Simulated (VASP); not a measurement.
Write the native input for VASP 6.6.1 that does the following.

```
Task                   : single point
Functional             : PBE
Potentials or basis    : VASP PAW PBE potentials, release 64 (Hf_pv, O)
Cutoff                 : 520 eV
k mesh                 : 4 × 5 × 4
Occupations            : fermi-dirac, width 0.05 eV
Spin                   : no spin polarisation
Dipole correction      : no
Further INCAR settings : ALGO = Normal; EDIFF = 1e-06; NBANDS = 56
```

The structure of HfO2 lies in POSCAR:

```
HfO2
1.0
    5.0106848256      0.0000000000      0.0000000000
    0.0000000000      5.0047636900      0.0000000000
    0.0000000000      0.0000000000      5.0326850500
Hf O
4 8
Direct
    0.9682629785      0.7318834479      0.7457806232
    0.5317370215      0.7318834479      0.2457806232
    0.4682629785      0.2681165521      0.7457806232
    0.0317370215      0.2681165521      0.2457806232
    0.6216405874      0.9191086661      0.8732183446
    0.8783594126      0.9191086661      0.3732183446
    0.2428468759      0.5446616479      0.4940010322
    0.2571531241      0.5446616479      0.9940010322
    0.7571531241      0.4553383521      0.9940010322
    0.7428468759      0.4553383521      0.4940010322
    0.1216405874      0.0808913339      0.8732183446
    0.3783594126      0.0808913339      0.3732183446
```

The input as run:

INCAR

```
SYSTEM = HfO2
PREC     = Accurate       ! precision mode
ENCUT    = 520            ! plane-wave cutoff, eV
EDIFF    = 1E-6           ! SCF threshold, eV
ISMEAR   = -1             ! smearing method
SIGMA    = 0.05           ! smearing width, eV
LREAL    = .FALSE.        ! projectors in reciprocal space
LASPH    = .TRUE.         ! aspherical terms in the spheres
NELM     = 80             ! most SCF steps
ALGO     = Normal         ! electronic algorithm
ISIF     = 2              ! what is computed and relaxed
LWAVE    = .FALSE.        ! write WAVECAR
LCHARG   = .FALSE.        ! write CHGCAR
GGA      = PE             ! functional
NBANDS   = 56             ! bands
```

KPOINTS

```
Automatic mesh
0
G
  4 5 4
  0 0 0
```

Potentials or basis: VASP PAW PBE potentials, release 64 (Hf_pv, O).

Command:

```console
$ cat potpaw_PBE.64/Hf_pv/POTCAR potpaw_PBE.64/O/POTCAR > POTCAR
$ mpirun -np 1 vasp_std > vasp.out
```

It gave:

- Pressure: 16.7 GPa
- Largest force: 0.062 eV/Å
- Band gap on the k mesh: 4.51 eV (least direct gap 4.71 eV)

Caveat: the stress differs along the axes, from 11 to 25 GPa; spin-orbit coupling is left out, which moves the levels of the heavy elements.

Wall time 2.8 min on 1 thread of AMD EPYC 7R13 Processor (Zen 3), on a shared host, peak memory 0.28 GiB.
